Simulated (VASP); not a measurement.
**AlNi: relaxation of cell and atoms with LDA**

The system is AlNi.

```xyz
2
Lattice="2.8810 0.0000 0.0000 0.0000 2.8810 0.0000 0.0000 0.0000 2.8810" Properties=species:S:1:pos:R:3 pbc="T T T"
Al    0.0000    0.0000    0.0000
Ni    1.4405    1.4405    1.4405
```

```json
{"Program": "VASP 6.6.1", "Task": "relaxation of cell and atoms", "Functional": "LDA", "Potentials or basis": "VASP PAW LDA potentials, release 64 (Al, Ni)", "Cutoff": "600 eV", "k mesh": "10 × 10 × 10", "Occupations": "fermi-dirac, width 0.1 eV", "Spin": "collinear spin, ferromagnetic start", "Starting moments": "[0.0, 1.5] μB", "Dipole correction": "no", "Further INCAR settings": "ALGO = Normal; EDIFF = 1e-07; IBRION = 2; EDIFFG = -0.05; NSW = 80; ISIF = 3"}
```

| Item | Value |
| --- | --- |
| Relaxed volume | 11.38 Å³/atom |
| Relaxed cell | a = 2.834 Å, b = 2.834 Å, c = 2.834 Å, α = 90.00°, β = 90.00°, γ = 90.00° |
| Space group after relaxing (to 0.05 Å) | Pm-3m (No. 221) |
| Energy gained by relaxing | 15.6 meV/atom |
| Ionic steps | 3 |
| Pressure after relaxing | -0.1 GPa |
| Net moment | 0.00 μB per cell |
| Valence electrons inside the program's atomic spheres | Al 0.83; Ni 9.58 |

The path:
```csv
step,energy change (eV),largest force (eV/Å),pressure (GPa),volume (Å³)
1,0.0000,0.0000,-8.27,23.91
2,-0.0083,0.0000,8.26,21.84
3,-0.0312,0.0000,-0.08,22.76
```

Final structure:
```
Al Ni
1.0
     2.83405    0.00000    0.00000
     0.00000    2.83405    0.00000
     0.00000    0.00000    2.83405
Al Ni
1 1
Cartesian
  0.0000 0.0000 0.0000
  1.4170 1.4170 1.4170
```

Levels at points of the mesh, in eV from the Fermi level:
Spin up:
```csv
k point,band 3,band 4,band 5,band 6,band 7,band 8,band 9,band 10
"(0.00, 0.00, 0.00)",-3.50,-1.68,-1.68,-1.68,5.67,5.67,5.67,8.37
"(0.50, 0.00, 0.00)",-3.00,-2.43,-2.43,-1.59,-0.71,8.41,10.21,10.21
"(0.50, 0.50, 0.00)",-2.98,-2.98,-2.26,-2.26,-1.12,1.54,2.70,12.67
"(0.50, 0.50, 0.50)",-4.37,-1.08,-1.08,1.98,1.98,1.98,4.03,4.70
```
Spin down:
```
           k point  band 2  band 3  band 4  band 5  band 6  band 7  band 8  band 9  band 10  band 11
(0.00, 0.00, 0.00)   -3.50   -3.50   -1.68   -1.68   -1.68    5.67    5.67    5.67     8.37     8.37
(0.50, 0.00, 0.00)   -7.04   -3.00   -2.43   -2.43   -1.59   -0.71    8.41   10.21    10.21    11.30
(0.50, 0.50, 0.00)   -3.62   -2.98   -2.98   -2.26   -2.26   -1.12    1.54    2.70    12.67    15.52
(0.50, 0.50, 0.50)   -4.37   -4.37   -1.08   -1.08    1.98    1.98    1.98    4.03     4.70     4.70
```

It took 24 s on 1 thread of Intel(R) Xeon(R) 6975P-C (Granite Rapids), with other jobs on the host, peak memory 0.16 GiB.

Caveat: the starting moments collapsed, and a magnetic state may lie lower. LDA usually gives volumes a few per cent too small.
